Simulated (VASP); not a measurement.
# SrO (P1) in VASP: a series of runs

The runs below take SrO through single point, with LDA.

Everything below comes from runs of VASP 6.6.1. Logs are shortened: lines on timing, memory, paths and dates and some standing lists are left out, and cuts for length are marked.

## Step 1: The cell of the first run

The typed cell holds 4 atoms: a = 3.581 Å, b = 3.581 Å, c = 6.203 Å, α = 73.22°, β = 73.22°, γ = 60.00°.

## Step 2: Single point, LDA (mode 6 frozen in at -0.136 Å and mode 10 at -0.167 Å (largest displacements))

INCAR

```
SYSTEM = SrO
ALGO = Normal
EDIFF = 1E-7
ENCUT = 520
ISIF = 2
ISMEAR = 0
LASPH = .TRUE.
LCHARG = .TRUE.
LELF = .TRUE.
LREAL = .FALSE.
LVHAR = .TRUE.
LWAVE = .FALSE.
NBANDS = 24
NELM = 80
PREC = Accurate
SIGMA = 0.05
```

KPOINTS

```
k-points
0
G
  9 9 8
  0 0 0
```

POSCAR

```
SrO
1.0
    0.0000000000     -2.5321850030     -2.5321850030
   -2.5321850030      0.0000000000     -2.5321850030
    2.5321850030      2.5321850030     -5.0643700061
Sr O
2 2
Direct
    0.0024517324     -0.0073551973      0.0024517324
    0.5024517324      0.4926448027      0.5024517324
    0.6968454647      0.8415022644      0.7365717216
    0.2763002574      0.2390605696      0.2365740004
```

Potentials or basis: VASP PAW LDA potentials, release 64 (Sr_sv, O).

Launch:

```
cat potpaw_LDA.64/Sr_sv/POTCAR potpaw_LDA.64/O/POTCAR > POTCAR
mpirun -np 1 vasp_std > vasp.out
```

OUTCAR:

```text
SYSTEM = SrO
   EDIFF = 1E-7
   ENCUT = 520
   ISIF = 2
   ISMEAR = 0
   LASPH = .TRUE.
   LREAL = .FALSE.
   NELM = 80
   PREC = Accurate

 ion  position               nearest neighbor table
   1  0.002  0.993  0.002-   4 2.43   3 2.45   4 2.50   4 2.51   3 2.52   3 2.82   2 3.58   2 3.58
                             2 3.58   2 3.58   2 3.58   2 3.58   2 5.06   2 5.06   2 5.06   2 5.06
   2  0.502  0.493  0.502-   3 2.24   4 2.56   4 2.57   3 2.58   4 2.63   3 2.65   1 3.58   1 3.58
                             1 3.58   1 3.58   1 3.58   1 3.58   1 5.06   1 5.06   1 5.06   1 5.06
   3  0.697  0.842  0.737-   2 2.24   1 2.45   1 2.52   2 2.58   2 2.65   1 2.82
   4  0.276  0.239  0.237-   1 2.43   1 2.50   1 2.51   2 2.56   2 2.57   2 2.63

  LATTYP: Found a trigonal (rhomboedric) cell.
 ALAT       =     6.2025611917
 COS(alpha) =     0.8333333333

  Lattice vectors:

 A1 = (   2.5321850030,   5.0643700060,  -2.5321850031)
 A2 = (   5.0643700060,   2.5321850030,  -2.5321850031)
 A3 = (   2.5321850030,   2.5321850030,  -5.0643700061)

Analysis of symmetry for initial positions (statically):
=====================================================================
 Subroutine PRICEL returns:
 Original cell was already a primitive cell.

 Routine SETGRP: Setting up the symmetry group for a
 trigonal (rhombohedral) supercell.

 Subroutine GETGRP returns: Found  1 space group operations
 (whereof  1 operations were pure point group operations)
 out of a pool of 12 trial point group operations.

The static configuration has the point symmetry C_1 .

Analysis of symmetry for dynamics (positions and initial velocities):
=====================================================================
 Subroutine PRICEL returns:
 Original cell was already a primitive cell.

 Routine SETGRP: Setting up the symmetry group for a
 trigonal (rhombohedral) supercell.

 Subroutine GETGRP returns: Found  1 space group operations
 (whereof  1 operations were pure point group operations)
 out of a pool of 12 trial point group operations.

The dynamic configuration has the point symmetry C_1 .

 Subroutine INISYM returns: Found  1 space group operations
 (whereof  1 operations are pure point group operations),
 and found     1 'primitive' translations

----------------------------------------------------------------------------------------

                                     Primitive cell

  volume of cell :      64.9451

  direct lattice vectors                    reciprocal lattice vectors
     0.000000000 -2.532185003 -2.532185003     0.098728963 -0.296186890 -0.098728963
    -2.532185003  0.000000000 -2.532185003    -0.296186890  0.098728963 -0.098728963
     2.532185003  2.532185003 -5.064370006     0.098728963  0.098728963 -0.098728963

  length of vectors
     3.581050374  3.581050374  6.202561192     0.327446927  0.327446927  0.171003580

  position of ions in fractional coordinates (direct lattice)
     0.002451732  0.992644803  0.002451732
     0.502451732  0.492644803  0.502451732
     0.696845465  0.841502264  0.736571722
     0.276300257  0.239060570  0.236574000

  ion indices of the primitive-cell ions
   primitive index   ion index
                 1           1
                 2           2
                 3           3
                 4           4

----------------------------------------------------------------------------------------

 KPOINTS: k-points

Automatic generation of k-mesh.
 Grid dimensions read from file:
 generate k-points for:    9    9    8

 Generating k-lattice:

  Cartesian coordinates                     Fractional coordinates (reciprocal lattice)
     0.010969885 -0.032909654 -0.010969885     0.111111111  0.000000000 -0.000000000
    -0.032909654  0.010969885 -0.010969885     0.000000000  0.111111111 -0.000000000
     0.012341120  0.012341120 -0.012341120     0.000000000  0.000000000  0.125000000

  Length of vectors
     0.036382992  0.036382992  0.021375448

  Shift w.r.t. Gamma in fractional coordinates (k-lattice)
     0.000000000  0.000000000  0.000000000

 -----------------------------------------------------------------------------
|                                                                             |
|           W    W    AA    RRRRR   N    N  II  N    N   GGGG   !!!           |
|           W    W   A  A   R    R  NN   N  II  NN   N  G    G  !!!           |
|           W    W  A    A  R    R  N N  N  II  N N  N  G       !!!           |
|           W WW W  AAAAAA  RRRRR   N  N N  II  N  N N  G  GGG   !            |
|           WW  WW  A    A  R   R   N   NN  II  N   NN  G    G                |
|           W    W  A    A  R    R  N    N  II  N    N   GGGG   !!!           |
|                                                                             |
|     Your reciprocal lattice and k-lattice belong to different lattice       |
|     classes:                                                                |
|                                                                             |
|        The reciprocal lattice is rhombohedral (trigonal),                   |
|        whereas your k-lattice is base-centered monoclinic.                  |
|                                                                             |
|     Results are often still useful ...                                      |
|                                                                             |
 -----------------------------------------------------------------------------

 WARNING: IBZKPT: internal override: KBLOWUP is changed to .FALSE.
      ... skipping the blow-up phase ...

 Subroutine IBZKPT returns following result:
 ===========================================

 Found    325 irreducible k-points:

 Following reciprocal coordinates:
            Coordinates               Weight
  0.000000  0.000000  0.000000      1.000000
  0.111111  0.000000  0.000000      2.000000
  0.222222  0.000000 -0.000000      2.000000
  0.333333  0.000000 -0.000000      2.000000
  0.444444  0.000000 -0.000000      2.000000
  0.000000  0.111111  0.000000      2.000000
[... 16 lines left out ...]
 -0.111111  0.222222 -0.000000      2.000000
  0.000000  0.333333 -0.000000      2.000000
 [... further k-points ...]
   k-points           NKPTS =    325   k-points in BZ     NKDIM =    325   number of bands    NBANDS=     24
   number of dos      NEDOS =    301   number of ions     NIONS =      4
   total plane-waves  NPLWV =  37632
   dimension x,y,z NGX =    28 NGY =   28 NGZ =   48
   dimension x,y,z NGXF=    56 NGYF=   56 NGZF=   96
   ions per type =               2   2
   NGX,Y,Z   is equivalent  to a cutoff of  13.00, 13.00, 12.87 a.u.
   NGXF,Y,Z  is equivalent  to a cutoff of  26.00, 26.00, 25.73 a.u.
 SYSTEM =  SrO
   PREC   = accura    normal or accurate (medium, high low for compatibility)
   ISTART =      0    job   : 0-new  1-cont  2-samecut
   ICHARG =      2    charge: 1-file 2-atom 10-const
   ISPIN  =      1    spin polarized calculation?
   LNONCOLLINEAR =      F non collinear calculations
   LSORBIT =      F    spin-orbit coupling
   LASPH  =      T    aspherical Exc in radial PAW
   ENCUT  =  520.0 eV  38.22 Ry    6.18 a.u.   6.66  6.66 11.53*2*pi/ulx,y,z
   NELM   =     80;   NELMIN=  2; NELMDL= -5     # of ELM steps
   EDIFF  = 0.1E-06   stopping-criterion for ELM
   LREAL  =      F    real-space projection
   EDIFFG = 0.1E-05   stopping-criterion for IOM
   NSW    =      0    number of steps for IOM
   IBRION =     -1    ionic relax: 0-MD 1-quasi-New 2-CG
   NFREE  =      0    steps in history (QN), initial steepest desc. (CG)
   ISIF   =      2    stress and relaxation
   ISYM   =      2    0-nonsym 1-usesym 2-fastsym
   POTIM  = 0.5000    time-step for ionic-motion
   TEBEG  =    0.0;   TEEND  =   0.0 temperature during run
   PSTRESS=    0.0 pullay stress
   NELECT =      32.0000    total number of electrons
   NUPDOWN=      -1.0000    fix difference up-down
   EMIN   =  10.00;   EMAX   =-10.00  energy-range for DOS
   EFERMI =   0.00;   METHOD = LEGACY
   ISMEAR =     0;   SIGMA  =   0.05  broadening in eV -4-tet -1-fermi 0-gaus
   EFERMI_NEDOS =   21; number of points for ismear=-14 and -15
   IALGO  =     38    algorithm
   IMIX   =      4    mixing-type and parameters
     AMIX     =   0.40;   BMIX     =  1.00
     AMIX_MAG =   1.60;   BMIX_MAG =  1.00
  volume/ion in A,a.u.               =      16.24       109.57
  Fermi-wavevector in a.u.,A,eV,Ry     =   1.293032  2.443477 22.748025  1.671933
  Thomas-Fermi vector in A             =   2.424703
   LORBIT       =      0    0 simple, 1 ext, 2 COOP (PROOUT), +10 PAW based schemes
   GGA     = CA    functional components
   LHFCALC =     F    Hartree Fock is set to
   AEXX    =    0.0000 exact exchange contribution
   IVDW    =     0    specifies the selected vdW correction
   LEPSILON=     F    determine dielectric tensor
   LRPA    =     F    only Hartree local field effects (RPA)
 non-spin polarized calculation
 Gauss-broadening in eV      SIGMA  =   0.05
  energy-cutoff  :      520.00
  volume of cell :       64.95
 maximum number of plane-waves:      1773
   NGX = 13   NGY = 13   NGZ = 23

 number of electron      32.0000000 magnetization

 Free energy of the ion-electron system (eV)
  ---------------------------------------------------
  ext. energy  EPLUGINS =         0.00000000
  ---------------------------------------------------
  free energy    TOTEN  =       -26.53838294 eV

  energy without entropy =      -26.53838294  energy(sigma->0) =      -26.53838294

 E-fermi :   1.7852     XC(G=0): -10.7304

 val. band max:        1.5618925409   @ k =  -0.4444  -0.4444   0.1250
 cond. band min:       4.6989778438   @ k =   0.0000   0.4444   0.5000
 fundamental gap:      3.1370853029
 Fermi energy:         1.7851513550

 k-point     1 :       0.0000    0.0000    0.0000
  band No.  band energies     occupation
      1     -30.3361      2.00000
      2     -30.1532      2.00000
      3     -15.0699      2.00000
      4     -13.3629      2.00000
      5     -12.1337      2.00000
      6     -12.1133      2.00000
[... 16 lines left out ...]
     23      10.0205      0.00000
     24      10.4827      0.00000

 k-point     2 :       0.1111    0.0000    0.0000
  band No.  band energies     occupation
      1     -30.3171      2.00000
      2     -30.1457      2.00000
      3     -14.9785      2.00000
      4     -13.6296      2.00000
      5     -12.2570      2.00000
      6     -12.1583      2.00000
[... 586 lines left out ...]
 k-point    24 :       0.0000    0.3333   -0.0000
  band No.  band energies     occupation
      1     -30.2045      2.00000
      2     -30.1117      2.00000
      3     -14.6164      2.00000
      4     -14.3384      2.00000
      5     -12.8677      2.00000
      6     -12.2664      2.00000
[... 16 lines left out ...]
     23      11.0600      0.00000
     24      11.3238      0.00000

 [... further k-points ...]
[... 5 lines left out ...]
  --------------------------------------------------------------------------------------
  -------------------------------------------------------------------------------------
  Total        2.7188223      0.6928159      0.1584348      0.3082525     -0.0038885     -0.1154776
  in kB       67.0725970     17.0915780      3.9085426      7.6045032     -0.0959281     -2.8487997
  external PRESSURE =      29.3575725 kB  Pullay stress =       0.0000000 kB

 VOLUME and BASIS-vectors are now :
 -----------------------------------------------------------------------------
  energy-cutoff  :      520.00
  volume of cell :       64.95
      direct lattice vectors                 reciprocal lattice vectors
     0.000000000 -2.532185003 -2.532185003     0.098728963 -0.296186890 -0.098728963
    -2.532185003  0.000000000 -2.532185003    -0.296186890  0.098728963 -0.098728963
     2.532185003  2.532185003 -5.064370006     0.098728963  0.098728963 -0.098728963

 POSITION                                       TOTAL-FORCE (eV/Angst)
 -----------------------------------------------------------------------------------
     -2.50735      0.00000     -2.53219        -0.061885     -0.017320      0.000028
      0.02483      0.00000     -5.06437        -1.181469     -0.065330      0.028586
     -0.26570      0.10059     -7.62565         1.488915     -0.439121      0.115308
     -0.00630     -0.10059     -2.50309        -0.245562      0.521771     -0.143922
 -----------------------------------------------------------------------------------
    total drift:                               -0.000179     -0.000369      0.000438

  FREE ENERGIE OF THE ION-ELECTRON SYSTEM (eV)
  ---------------------------------------------------
  free  energy   TOTEN  =       -26.5383829374 eV

  energy  without entropy=      -26.5383829374  energy(sigma->0) =      -26.53838294
```

Wall time 6.8 min (1 thread of Intel Xeon Platinum 8488C (Sapphire Rapids), shared host); peak memory 0.5 GiB.

What came out:

```yaml
Free_energy: -26.5384 eV
Pressure: 2.9 GPa
Largest_force: 1.557 eV/Å
Band_gap_on_the_k_mesh: 3.14 eV, indirect (least direct gap 3.19 eV)
```

Forces on the atoms (eV/Å):
```
Sr  -0.062 -0.017  0.000
Sr  -1.181 -0.065  0.029
O    1.489 -0.439  0.115
O   -0.246  0.522 -0.144
```

Levels at points of the mesh, in eV from the valence-band top:
```tsv
k point	band 14	band 15	band 16	band 17	band 18	band 19
(0.00, 0.00, 0.00)	-0.09	-0.07	0.00	4.04	5.96	6.29
(0.00, 0.00, 0.50)	-0.79	-0.62	-0.53	5.74	6.01	6.17
```

Caveat: the cell differs from its parent crystal (mode 6 frozen in at -0.136 Å and mode 10 at -0.167 Å (largest displacements)); forces of over 1 eV/Å act on the atoms, so gaps and moduli don't describe the material at rest. A k mesh can miss the band edges.

## Step 3: Single point, LDA (mode 6 frozen in at -0.091 Å and mode 10 at -0.250 Å (largest displacements))

INCAR

```
SYSTEM = SrO
  PREC = Accurate
  ENCUT = 520
  EDIFF = 1E-6
  ISMEAR = 0
  SIGMA = 0.05
  LREAL = .False.
  LASPH = .True.
  NELM = 60
  ALGO = Normal
  ISIF = 2
  LWAVE = .False.
  LCHARG = .True.
  LELF = .True.
  LVHAR = .True.
  NBANDS = 24
```

KPOINTS

```
Automatic mesh
0
Gamma
  9 9 8
  0 0 0
```

POSCAR

```
SrO
1.0
    0.0000000000     -2.5321850030     -2.5321850030
   -2.5321850030      0.0000000000     -2.5321850030
    2.5321850030      2.5321850030     -5.0643700061
Sr O
2 2
Direct
    0.0016350892     -0.0049052676      0.0016350892
    0.5016350892      0.4950947324      0.5016350892
    0.6814661043      0.8536800587      0.7410435743
    0.3006244617      0.2000482430      0.2410469918
```

Potentials or basis: VASP PAW LDA potentials, release 64 (Sr_sv, O).

Launch:

```
cat potpaw_LDA.64/Sr_sv/POTCAR potpaw_LDA.64/O/POTCAR > POTCAR
mpirun -np 1 vasp_std > vasp.out
```

Wall time 6.1 min (1 thread of Intel Xeon Platinum 8488C (Sapphire Rapids), shared host); peak memory 0.5 GiB.

Results (log left out):

| Property | Result |
| --- | --- |
| Free energy | -26.3972 eV |
| Pressure | 3.9 GPa |
| Largest force | 1.825 eV/Å |
| Band gap on the k mesh | 3.04 eV, indirect (least direct gap 3.15 eV) |

Forces in eV/Å, atoms in the order of the input:
```
Sr   0.077 -0.039  0.006
Sr  -1.043 -0.088  0.038
O    1.685 -0.681  0.167
O   -0.720  0.808 -0.211
```

Stress tensor (GPa, compression positive):
```
 7.80  1.71 -0.64
 1.71  3.51  0.00
-0.64  0.00  0.49
```

Levels at points of the mesh, in eV from the valence-band top:
```
           k point  band 14  band 15  band 16  band 17  band 18  band 19
(0.00, 0.00, 0.00)    -0.15    -0.11     0.00     3.86     5.59     6.14
(0.00, 0.00, 0.50)    -0.96    -0.66    -0.58     5.58     5.74     6.04
```

Caveat: the cell differs from its parent crystal (mode 6 frozen in at -0.091 Å and mode 10 at -0.250 Å (largest displacements)); forces of over 1 eV/Å act on the atoms, so gaps and moduli don't describe the material at rest.
